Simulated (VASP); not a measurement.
# GaN (I4/mmm) in VASP: further runs

The runs below take GaN through single point, with PBE.

Program: VASP 6.6.1. These are calculated values, not measurements. Logs are shortened: lines on timing, memory, paths and dates and some standing lists are left out, and cuts for length are marked.

### Step 1. The cell of the first run

It takes space group I4/mmm (No. 139, tetragonal). The conventional cell has a = 2.982 Å, b = 2.982 Å, c = 4.048 Å, α = 90.00°, β = 90.00°, γ = 90.00°. Within 2.7 Å of Ga (site symmetry 4/mmm) lie 6 N at 2.02 to 2.11 Å. Within 2.7 Å of N (site symmetry 4/mmm) lie 6 Ga at 2.02 to 2.11 Å.

### Step 2. Single point, PBE (uniaxial z strain -4.0%)

The input, INCAR:

```
SYSTEM = GaN
  ALGO = Normal
  EDIFF = 1E-7
  ENCUT = 520
  GGA = PE
  ISIF = 2
  ISMEAR = -1
  LASPH = .TRUE.
  LCHARG = .FALSE.
  LREAL = .FALSE.
  LWAVE = .FALSE.
  NBANDS = 16
  NELM = 60
  PREC = Accurate
  SIGMA = 0.02
```

The input, KPOINTS:

```
k-points
0
G
  10 10 10
  0 0 0
```

The input, POSCAR:

```
GaN
1.0
    0.0000000000      2.1085152343      2.0241746249
    2.1085152343      0.0000000000      2.0241746249
    2.1085152343      2.1085152343      0.0000000000
Ga N
1 1
Direct
    0.0000000000      0.0000000000      0.0000000000
    0.5000000000      0.5000000000      0.5000000000
```

Potentials or basis: VASP PAW PBE potentials, release 64 (Ga_d, N).

Run with:

```bash
$ cat potpaw_PBE.64/Ga_d/POTCAR potpaw_PBE.64/N/POTCAR > POTCAR
$ mpirun -np 1 vasp_std > vasp.out
```

OUTCAR:

```text
SYSTEM = GaN
   EDIFF = 1E-7
   ENCUT = 520
   GGA = PE
   ISIF = 2
   ISMEAR = -1
   LASPH = .TRUE.
   LREAL = .FALSE.
   NELM = 60
   PREC = Accurate

 ion  position               nearest neighbor table
   1  0.000  0.000  0.000-   2 2.02   2 2.02   2 2.11   2 2.11   2 2.11   2 2.11
   2  0.500  0.500  0.500-   1 2.02   1 2.02   1 2.11   1 2.11   1 2.11   1 2.11

  LATTYP: Found a body centered tetragonal cell.
 ALAT       =     2.9818908408
 C/A-ratio  =     1.3576450199

  Lattice vectors:

 A1 = (   0.0000000000,  -2.1085152343,  -2.0241746249)
 A2 = (   0.0000000000,   2.1085152343,  -2.0241746249)
 A3 = (   2.1085152343,   0.0000000000,   2.0241746249)

Analysis of symmetry for initial positions (statically):
=====================================================================
 Subroutine PRICEL returns:
 Original cell was already a primitive cell.

 Routine SETGRP: Setting up the symmetry group for a
 body centered tetragonal supercell.

 Subroutine GETGRP returns: Found 16 space group operations
 (whereof 16 operations were pure point group operations)
 out of a pool of 16 trial point group operations.

The static configuration has the point symmetry D_4h.

Analysis of symmetry for dynamics (positions and initial velocities):
=====================================================================
 Subroutine PRICEL returns:
 Original cell was already a primitive cell.

 Routine SETGRP: Setting up the symmetry group for a
 body centered tetragonal supercell.

 Subroutine GETGRP returns: Found 16 space group operations
 (whereof 16 operations were pure point group operations)
 out of a pool of 16 trial point group operations.

The dynamic configuration has the point symmetry D_4h.

 Subroutine INISYM returns: Found 16 space group operations
 (whereof 16 operations are pure point group operations),
 and found     1 'primitive' translations

----------------------------------------------------------------------------------------

                                     Primitive cell

  volume of cell :      17.9983

  direct lattice vectors                    reciprocal lattice vectors
     0.000000000  2.108515234  2.024174625    -0.237133691  0.237133691  0.247014261
     2.108515234  0.000000000  2.024174625     0.237133691 -0.237133691  0.247014261
     2.108515234  2.108515234  0.000000000     0.237133691  0.237133691 -0.247014261

  length of vectors
[... 74 lines left out ...]
   ISTART =      0    job   : 0-new  1-cont  2-samecut
   ICHARG =      2    charge: 1-file 2-atom 10-const
   ISPIN  =      1    spin polarized calculation?
   LNONCOLLINEAR =      F non collinear calculations
   LSORBIT =      F    spin-orbit coupling
   LASPH  =      T    aspherical Exc in radial PAW
   ENCUT  =  520.0 eV  38.22 Ry    6.18 a.u.   5.43  5.43  5.54*2*pi/ulx,y,z
   NELM   =     60;   NELMIN=  2; NELMDL= -5     # of ELM steps
   EDIFF  = 0.1E-06   stopping-criterion for ELM
   LREAL  =      F    real-space projection
   EDIFFG = 0.1E-05   stopping-criterion for IOM
   NSW    =      0    number of steps for IOM
   IBRION =     -1    ionic relax: 0-MD 1-quasi-New 2-CG
   NFREE  =      0    steps in history (QN), initial steepest desc. (CG)
   ISIF   =      2    stress and relaxation
   ISYM   =      2    0-nonsym 1-usesym 2-fastsym
   POTIM  = 0.5000    time-step for ionic-motion
   TEBEG  =    0.0;   TEEND  =   0.0 temperature during run
   PSTRESS=    0.0 pullay stress
   NELECT =      18.0000    total number of electrons
   NUPDOWN=      -1.0000    fix difference up-down
   EMIN   =  10.00;   EMAX   =-10.00  energy-range for DOS
   EFERMI =   0.00;   METHOD = LEGACY
   ISMEAR =    -1;   SIGMA  =   0.02  broadening in eV -4-tet -1-fermi 0-gaus
   EFERMI_NEDOS =   21; number of points for ismear=-14 and -15
   IALGO  =     38    algorithm
   IMIX   =      4    mixing-type and parameters
     AMIX     =   0.40;   BMIX     =  1.00
     AMIX_MAG =   1.60;   BMIX_MAG =  1.00
  volume/ion in A,a.u.               =       9.00        60.73
  Fermi-wavevector in a.u.,A,eV,Ry     =   1.637150  3.093765 36.467160  2.680261
  Thomas-Fermi vector in A             =   2.728338
   LORBIT       =      0    0 simple, 1 ext, 2 COOP (PROOUT), +10 PAW based schemes
   GGA     = PE    functional components
   LHFCALC =     F    Hartree Fock is set to
   AEXX    =    0.0000 exact exchange contribution
   IVDW    =     0    specifies the selected vdW correction
   LEPSILON=     F    determine dielectric tensor
   LRPA    =     F    only Hartree local field effects (RPA)
 non-spin polarized calculation
  energy-cutoff  :      520.00
  volume of cell :       18.00
 maximum number of plane-waves:       515
 NGX is ok and might be reduce to    24
   NGX = 11   NGY = 11   NGZ = 11

 number of electron      17.9999998 magnetization

 Free energy of the ion-electron system (eV)
  ---------------------------------------------------
  ext. energy  EPLUGINS =         0.00000000
  ---------------------------------------------------
  free energy    TOTEN  =       -11.10016907 eV

  energy without entropy =      -11.10016907  energy(sigma->0) =      -11.10016907

 E-fermi :   8.8547     XC(G=0): -13.3508

 val. band max:        8.5139735188   @ k =  -0.2000   0.0000   0.2000
 cond. band min:       9.1461794625   @ k =   0.5000   0.5000   0.0000
 fundamental gap:      0.6322059437
 Fermi energy:         8.8547305708

 k-point     1 :       0.0000    0.0000    0.0000
  band No.  band energies     occupation
      1      -9.2987      2.00000
      2      -5.4772      2.00000
      3      -5.4772      2.00000
      4      -5.4530      2.00000
      5      -5.3941      2.00000
      6      -5.3290      2.00000
[... 433 lines left out ...]
      3      -5.3330      2.00000
      4      -5.2635      2.00000
      5      -5.1995      2.00000
      6      -4.2601      2.00000
[... 8 lines left out ...]
     15      33.4672      0.00000
     16      35.8930      0.00000

 [... further k-points ...]
[... 5 lines left out ...]
  --------------------------------------------------------------------------------------
  -------------------------------------------------------------------------------------
  Total        1.9330168      1.9330168      3.1884666      0.0000000      0.0000000      0.0000000
  in kB      172.0738033    172.0738033    283.8317680      0.0000000      0.0000000      0.0000000
  external PRESSURE =     209.3264582 kB  Pullay stress =       0.0000000 kB

 VOLUME and BASIS-vectors are now :
 -----------------------------------------------------------------------------
  energy-cutoff  :      520.00
  volume of cell :       18.00
      direct lattice vectors                 reciprocal lattice vectors
     0.000000000  2.108515234  2.024174625    -0.237133691  0.237133691  0.247014261
     2.108515234  0.000000000  2.024174625     0.237133691 -0.237133691  0.247014261
     2.108515234  2.108515234  0.000000000     0.237133691  0.237133691 -0.247014261

 POSITION                                       TOTAL-FORCE (eV/Angst)
 -----------------------------------------------------------------------------------
      0.00000      0.00000      0.00000         0.000000      0.000000      0.000000
      2.10852      2.10852      2.02417         0.000000      0.000000      0.000000
 -----------------------------------------------------------------------------------
    total drift:                                0.000000     -0.000000     -0.000000

  FREE ENERGIE OF THE ION-ELECTRON SYSTEM (eV)
  ---------------------------------------------------
  free  energy   TOTEN  =       -11.1001690733 eV

  energy  without entropy=      -11.1001690726  energy(sigma->0) =      -11.10016907
```

It took 17 s on 1 thread of Intel Xeon Platinum 8488C (Sapphire Rapids), shared host; peak memory 0.15 GiB.

Results:

```
Free energy            : -11.1002 eV
Pressure               : 20.9 GPa
Band gap on the k mesh : 0.63 eV, indirect (least direct gap 3.25 eV)
```

Stress tensor (GPa, compression positive):
```
17.21  0.00  0.00
 0.00 17.21  0.00
 0.00  0.00 28.38
```

Caveat: the cell differs from its parent crystal (uniaxial z strain -4.0%). A k mesh can miss the band edges.

(Continued in part 2 of 2.)
